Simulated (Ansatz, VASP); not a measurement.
# N: VASP beside Ansatz

```
N
1.0
     9.00000    0.00000    0.00000
     0.00000    9.50000    0.00000
     0.00000    0.00000   10.00000
N
2
Direct
  0.50000 0.50000 0.44500
  0.50000 0.50000 0.55500
```

Alike in both runs: functional PBEsol; k mesh 1 × 1 × 1; occupations fermi-dirac, width 0.02 eV; no spin polarisation.

Ansatz relaxed the structure, and its values are those at the end. VASP's run is a single point on that final structure, the one shown.

```csv
,VASP,Ansatz
version,VASP 6.6.1,Ansatz 0.2.0
potentials or method,"VASP PAW PBE potentials, release 64 (N), cutoff 520 eV","plane waves, PAW"
valence electrons in the cell,10,10
```

VASP gave:

| Property | Result |
| --- | --- |
| rms of the force components (eV/Å) | 1.080 |

Q: Which values does Ansatz return?

A: rms of the force components (eV/Å): 0.005.

VASP's potentials were made for PBE, not for PBEsol. One of these differences is far larger than is usual between the two programs; its cause wasn't traced. With one functional, cell and mesh, what is left measures potentials, basis and numerics. Ansatz's warnings: stress scf threshold loose.

Noted on VASP's run: the standard files for N, O and F lose accuracy on very short bonds.
